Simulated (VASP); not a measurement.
# Ga8Sb7 (a cell with a defect) in VASP: single point with PBE

Aim: the single point of Ga8Sb7 (a cell with a defect) with PBE.

Everything below comes from runs of VASP 6.6.1. Logs are shortened: lines on timing, memory, paths and dates and some standing lists are left out, and cuts for length are marked.

## (1) The cell of the first run

The cell holds a defect, 15 atoms: a = 8.652 Å, b = 8.652 Å, c = 8.652 Å, α = 60.00°, β = 60.00°, γ = 60.00°.

## (2) Single point, PBE

File INCAR:

```
SYSTEM = Ga8Sb7
  PREC = Accurate
  ENCUT = 400
  EDIFF = 1E-6
  ISMEAR = -1
  SIGMA = 0.05
  LREAL = .False.
  LASPH = .True.
  NELM = 120
  ALGO = Normal
  ISIF = 2
  LWAVE = .False.
  LCHARG = .True.
  GGA = PE
  LELF = .True.
  LVHAR = .True.
  NBANDS = 82
  GGA_COMPAT = .False.
```

File KPOINTS:

```
Automatic mesh
0
Gamma
  2 2 2
  0 0 0
```

File POSCAR:

```
Ga8Sb7
1.0
    0.0000000000      6.1180000000      6.1180000000
    6.1180000000      0.0000000000      6.1180000000
    6.1180000000      6.1180000000      0.0000000000
Ga Sb
8 7
Direct
    0.0000000000      0.0000000000      0.0000000000
    0.0000000000      0.0000000000      0.5000000000
    0.0000000000      0.5000000000      0.0000000000
    0.0000000000      0.5000000000      0.5000000000
    0.5000000000      0.0000000000      0.0000000000
    0.5000000000      0.0000000000      0.5000000000
    0.5000000000      0.5000000000      0.0000000000
    0.5000000000      0.5000000000      0.5000000000
    0.1250000000      0.1250000000      0.6250000000
    0.1250000000      0.6250000000      0.1250000000
    0.1250000000      0.6250000000      0.6250000000
    0.6250000000      0.1250000000      0.1250000000
    0.6250000000      0.1250000000      0.6250000000
    0.6250000000      0.6250000000      0.1250000000
    0.6250000000      0.6250000000      0.6250000000
```

Potentials or basis: VASP PAW PBE potentials, release 64 (Ga_d, Sb).

Command:

```bash
$ cat potpaw_PBE.64/Ga_d/POTCAR potpaw_PBE.64/Sb/POTCAR > POTCAR
$ mpirun -np 1 vasp_std > vasp.out
```

OUTCAR:

```text
SYSTEM = Ga8Sb7
   PREC = Accurate
   ENCUT = 400
   EDIFF = 1E-6
   ISMEAR = -1
   LREAL = .False.
   LASPH = .True.
   NELM = 120
   ISIF = 2
   GGA = PE

 ion  position               nearest neighbor table
   1  0.000  0.000  0.000-   9 2.65  10 2.65  12 2.65
   2  0.000  0.000  0.500-  11 2.65  13 2.65   9 2.65
   3  0.000  0.500  0.000-  11 2.65  14 2.65  10 2.65
   4  0.000  0.500  0.500-   9 2.65  10 2.65  15 2.65  11 2.65
   5  0.500  0.000  0.000-  13 2.65  14 2.65  12 2.65
   6  0.500  0.000  0.500-   9 2.65  12 2.65  15 2.65  13 2.65
   7  0.500  0.500  0.000-  10 2.65  12 2.65  15 2.65  14 2.65
   8  0.500  0.500  0.500-  11 2.65  13 2.65  14 2.65  15 2.65
   9  0.125  0.125  0.625-   1 2.65   4 2.65   6 2.65   2 2.65
  10  0.125  0.625  0.125-   1 2.65   4 2.65   7 2.65   3 2.65
  11  0.125  0.625  0.625-   2 2.65   3 2.65   8 2.65   4 2.65
  12  0.625  0.125  0.125-   1 2.65   6 2.65   7 2.65   5 2.65
  13  0.625  0.125  0.625-   2 2.65   5 2.65   8 2.65   6 2.65
  14  0.625  0.625  0.125-   3 2.65   5 2.65   8 2.65   7 2.65
  15  0.625  0.625  0.625-   4 2.65   6 2.65   7 2.65   8 2.65

  LATTYP: Found a face centered cubic cell.
 ALAT       =    12.2360000000

  Lattice vectors:

 A1 = (   0.0000000000,   6.1180000000,   6.1180000000)
 A2 = (   6.1180000000,   0.0000000000,   6.1180000000)
 A3 = (   6.1180000000,   6.1180000000,   0.0000000000)

Analysis of symmetry for initial positions (statically):
=====================================================================
 Subroutine PRICEL returns:
 Original cell was already a primitive cell.

 Routine SETGRP: Setting up the symmetry group for a
 face centered cubic supercell.

 Subroutine GETGRP returns: Found 24 space group operations
 (whereof  6 operations were pure point group operations)
 out of a pool of 48 trial point group operations.

The static configuration has the point symmetry C_3v.
 The point group associated with its full space group is T_d .

Analysis of symmetry for dynamics (positions and initial velocities):
=====================================================================
 Subroutine PRICEL returns:
 Original cell was already a primitive cell.

 Routine SETGRP: Setting up the symmetry group for a
 face centered cubic supercell.

 Subroutine GETGRP returns: Found 24 space group operations
 (whereof  6 operations were pure point group operations)
 out of a pool of 48 trial point group operations.

The dynamic configuration has the point symmetry C_3v.
 The point group associated with its full space group is T_d .

 Subroutine INISYM returns: Found 24 space group operations
 (whereof  6 operations are pure point group operations),
 and found     1 'primitive' translations

----------------------------------------------------------------------------------------

                                     Primitive cell

  volume of cell :     457.9926

  direct lattice vectors                    reciprocal lattice vectors
     0.000000000  6.118000000  6.118000000    -0.081726054  0.081726054  0.081726054
     6.118000000  0.000000000  6.118000000     0.081726054 -0.081726054  0.081726054
     6.118000000  6.118000000  0.000000000     0.081726054  0.081726054 -0.081726054

  length of vectors
     8.652158575  8.652158575  8.652158575     0.141553678  0.141553678  0.141553678

  position of ions in fractional coordinates (direct lattice)
     0.000000000  0.000000000  0.000000000
     0.000000000  0.000000000  0.500000000
     0.000000000  0.500000000  0.000000000
     0.000000000  0.500000000  0.500000000
     0.500000000  0.000000000  0.000000000
     0.500000000  0.000000000  0.500000000
     0.500000000  0.500000000  0.000000000
     0.500000000  0.500000000  0.500000000
     0.125000000  0.125000000  0.625000000
     0.125000000  0.625000000  0.125000000
     0.125000000  0.625000000  0.625000000
     0.625000000  0.125000000  0.125000000
     0.625000000  0.125000000  0.625000000
     0.625000000  0.625000000  0.125000000
     0.625000000  0.625000000  0.625000000

  ion indices of the primitive-cell ions
   primitive index   ion index
                 1           1
                 2           2
                 3           3
                 4           4
                 5           5
                 6           6
                 7           7
                 8           8
                 9           9
                10          10
                11          11
                12          12
                13          13
                14          14
                15          15

----------------------------------------------------------------------------------------

 KPOINTS: Automatic mesh

Automatic generation of k-mesh.
 Grid dimensions read from file:
 generate k-points for:    2    2    2

 Generating k-lattice:

  Cartesian coordinates                     Fractional coordinates (reciprocal lattice)
    -0.040863027  0.040863027  0.040863027     0.500000000  0.000000000  0.000000000
     0.040863027 -0.040863027  0.040863027     0.000000000  0.500000000  0.000000000
     0.040863027  0.040863027 -0.040863027     0.000000000  0.000000000  0.500000000

  Length of vectors
     0.070776839  0.070776839  0.070776839

  Shift w.r.t. Gamma in fractional coordinates (k-lattice)
     0.000000000  0.000000000  0.000000000

 Subroutine IBZKPT returns following result:
 ===========================================

 Found      3 irreducible k-points:

 Following reciprocal coordinates:
            Coordinates               Weight
  0.000000  0.000000  0.000000      1.000000
  0.500000  0.000000  0.000000      4.000000
  0.500000  0.500000  0.000000      3.000000
   k-points           NKPTS =      3   k-points in BZ     NKDIM =      3   number of bands    NBANDS=     82
   number of dos      NEDOS =    301   number of ions     NIONS =     15
   total plane-waves  NPLWV = 175616
   dimension x,y,z NGX =    56 NGY =   56 NGZ =   56
   dimension x,y,z NGXF=   112 NGYF=  112 NGZF=  112
   ions per type =               8   7
   NGX,Y,Z   is equivalent  to a cutoff of  10.76, 10.76, 10.76 a.u.
   NGXF,Y,Z  is equivalent  to a cutoff of  21.52, 21.52, 21.52 a.u.
 SYSTEM =  Ga8Sb7
   PREC   = accura    normal or accurate (medium, high low for compatibility)
   ISTART =      0    job   : 0-new  1-cont  2-samecut
   ICHARG =      2    charge: 1-file 2-atom 10-const
   ISPIN  =      1    spin polarized calculation?
   LNONCOLLINEAR =      F non collinear calculations
   LSORBIT =      F    spin-orbit coupling
   LASPH  =      T    aspherical Exc in radial PAW
   ENCUT  =  400.0 eV  29.40 Ry    5.42 a.u.  14.11 14.11 14.11*2*pi/ulx,y,z
   NELM   =    120;   NELMIN=  2; NELMDL= -5     # of ELM steps
   EDIFF  = 0.1E-05   stopping-criterion for ELM
   LREAL  =      F    real-space projection
   EDIFFG = 0.1E-04   stopping-criterion for IOM
   NSW    =      0    number of steps for IOM
   IBRION =     -1    ionic relax: 0-MD 1-quasi-New 2-CG
   NFREE  =      0    steps in history (QN), initial steepest desc. (CG)
   ISIF   =      2    stress and relaxation
   ISYM   =      2    0-nonsym 1-usesym 2-fastsym
   POTIM  = 0.5000    time-step for ionic-motion
   TEBEG  =    0.0;   TEEND  =   0.0 temperature during run
   PSTRESS=    0.0 pullay stress
   NELECT =     139.0000    total number of electrons
   NUPDOWN=      -1.0000    fix difference up-down
   EMIN   =  10.00;   EMAX   =-10.00  energy-range for DOS
   EFERMI =   0.00;   METHOD = LEGACY
   ISMEAR =    -1;   SIGMA  =   0.05  broadening in eV -4-tet -1-fermi 0-gaus
   EFERMI_NEDOS =   21; number of points for ismear=-14 and -15
   IALGO  =     38    algorithm
   IMIX   =      4    mixing-type and parameters
     AMIX     =   0.40;   BMIX     =  1.00
     AMIX_MAG =   1.60;   BMIX_MAG =  1.00
  volume/ion in A,a.u.               =      30.53       206.05
  Fermi-wavevector in a.u.,A,eV,Ry     =   1.100171  2.079022 16.468176  1.210377
  Thomas-Fermi vector in A             =   2.236578
   LORBIT       =      0    0 simple, 1 ext, 2 COOP (PROOUT), +10 PAW based schemes
   GGA     = PE    functional components
   LHFCALC =     F    Hartree Fock is set to
   AEXX    =    0.0000 exact exchange contribution
   IVDW    =     0    specifies the selected vdW correction
   LEPSILON=     F    determine dielectric tensor
   LRPA    =     F    only Hartree local field effects (RPA)
 non-spin polarized calculation
  energy-cutoff  :      400.00
  volume of cell :      457.99
 maximum number of plane-waves:      8363
   NGX = 29   NGY = 29   NGZ = 29

 number of electron     139.0000105 magnetization

 Free energy of the ion-electron system (eV)
  ---------------------------------------------------
  ext. energy  EPLUGINS =         0.00000000
  ---------------------------------------------------
  free energy    TOTEN  =       -51.35162576 eV

  energy without entropy =      -51.29016975  energy(sigma->0) =      -51.32089776

 E-fermi :   4.1356     XC(G=0):  -8.7559

 val. band max:        4.1221724801   @ k =   0.5000   0.5000   0.0000
 cond. band min:       4.3202001513   @ k =   0.0000   0.0000   0.0000
 fundamental gap:      0.1980276712
 Fermi energy:         4.1355651591

 k-point     1 :       0.0000    0.0000    0.0000
  band No.  band energies     occupation
      1     -10.9440      2.00000
      2     -10.9329      2.00000
      3     -10.9329      2.00000
      4     -10.9212      2.00000
      5     -10.9212      2.00000
      6     -10.9212      2.00000
[... 73 lines left out ...]
     80       6.6586      0.00000
     81       6.6586      0.00000

 k-point     2 :       0.5000    0.0000    0.0000
  band No.  band energies     occupation
      1     -10.9400      2.00000
      2     -10.9297      2.00000
      3     -10.9297      2.00000
      4     -10.9205      2.00000
      5     -10.9205      2.00000
      6     -10.9201      2.00000
[... 73 lines left out ...]
     80       7.8778      0.00000
     81       7.8834      0.00000

 k-point     3 :       0.5000    0.5000    0.0000
  band No.  band energies     occupation
      1     -10.9386      2.00000
      2     -10.9294      2.00000
      3     -10.9282      2.00000
      4     -10.9200      2.00000
      5     -10.9199      2.00000
      6     -10.9199      2.00000
[... 73 lines left out ...]
     80       8.1327      0.00000
     81       8.1437      0.00000
 [bands above 81 left out]

------------------------ aborting loop because EDIFF is reached ----------------------------------------

  FORCE on cell =-STRESS in cart. coord.  units (eV):
  Direction    XX          YY          ZZ          XY          YZ          ZX
  --------------------------------------------------------------------------------------
  -------------------------------------------------------------------------------------
  Total        5.3444060      5.3444060      5.3444060     -0.0000000      0.0000000      0.0000000
  in kB       18.6961255     18.6961255     18.6961255     -0.0000000      0.0000000      0.0000000
  external PRESSURE =      18.6961255 kB  Pullay stress =       0.0000000 kB

 VOLUME and BASIS-vectors are now :
 -----------------------------------------------------------------------------
  energy-cutoff  :      400.00
  volume of cell :      457.99
      direct lattice vectors                 reciprocal lattice vectors
     0.000000000  6.118000000  6.118000000    -0.081726054  0.081726054  0.081726054
     6.118000000  0.000000000  6.118000000     0.081726054 -0.081726054  0.081726054
     6.118000000  6.118000000  0.000000000     0.081726054  0.081726054 -0.081726054

 POSITION                                       TOTAL-FORCE (eV/Angst)
 -----------------------------------------------------------------------------------
      0.00000      0.00000      0.00000         0.226296      0.226296      0.226296
      3.05900      3.05900      0.00000        -0.226296     -0.226296      0.226296
      3.05900      0.00000      3.05900        -0.226296      0.226296     -0.226296
      6.11800      3.05900      3.05900        -0.001664      0.001664      0.001664
      0.00000      3.05900      3.05900         0.226296     -0.226296     -0.226296
      3.05900      6.11800      3.05900         0.001664     -0.001664      0.001664
      3.05900      3.05900      6.11800         0.001664      0.001664     -0.001664
      6.11800      6.11800      6.11800        -0.001664     -0.001664     -0.001664
      4.58850      4.58850      1.52950         0.000000      0.000000      0.068181
      4.58850      1.52950      4.58850         0.000000      0.068181      0.000000
      7.64750      4.58850      4.58850        -0.068181      0.000000      0.000000
      1.52950      4.58850      4.58850         0.068181      0.000000      0.000000
      4.58850      7.64750      4.58850         0.000000     -0.068181      0.000000
      4.58850      4.58850      7.64750         0.000000      0.000000     -0.068181
      7.64750      7.64750      7.64750         0.000000      0.000000      0.000000
 -----------------------------------------------------------------------------------
    total drift:                                0.000011      0.000011      0.000009

  FREE ENERGIE OF THE ION-ELECTRON SYSTEM (eV)
  ---------------------------------------------------
  free  energy   TOTEN  =       -51.3516257607 eV

  energy  without entropy=      -51.2901697521  energy(sigma->0) =      -51.32089776
```

It took 2.5 min on 1 thread of Intel Xeon Platinum 8488C (Sapphire Rapids), shared host; peak memory 0.44 GiB.

What came out:

```yaml
Free_energy: -51.3516 eV
Pressure: 1.9 GPa
Largest_force: 0.392 eV/Å
Band_gap_on_the_k_mesh: zero (an odd number of electrons rules out a gap without spin polarisation)
```

Forces on the atoms (eV/Å):
```
Ga   0.226  0.226  0.226
Ga  -0.226 -0.226  0.226
Ga  -0.226  0.226 -0.226
Ga  -0.002  0.002  0.002
Ga   0.226 -0.226 -0.226
Ga   0.002 -0.002  0.002
Ga   0.002  0.002 -0.002
Ga  -0.002 -0.002 -0.002
Sb   0.000  0.000  0.068
Sb   0.000  0.068  0.000
Sb  -0.068  0.000  0.000
Sb   0.068  0.000  0.000
Sb   0.000 -0.068  0.000
Sb   0.000  0.000 -0.068
Sb   0.000  0.000  0.000
```

Levels at points of the mesh, in eV from the Fermi level:
| k point | band 66 | band 67 | band 68 | band 69 | band 70 | band 71 | band 72 | band 73 | band 74 | band 75 |
| --- | --- | --- | --- | --- | --- | --- | --- | --- | --- | --- |
| (0.00, 0.00, 0.00) | -1.10 | -0.37 | -0.37 | -0.37 | 0.18 | 0.52 | 0.52 | 0.52 | 1.02 | 1.02 |
| (0.50, 0.00, 0.00) | -1.30 | -1.30 | -0.65 | -0.65 | -0.01 | 0.86 | 1.26 | 1.43 | 1.43 | 1.65 |
| (0.50, 0.50, 0.00) | -1.43 | -1.19 | -1.15 | -1.02 | -0.01 | 1.26 | 1.26 | 1.36 | 1.53 | 2.13 |

Caveat: the k points lie up to 0.44 Å⁻¹ apart, too coarse for converged energies and pressures of a metal; spin-orbit coupling is left out, which moves the levels of the heavy elements.
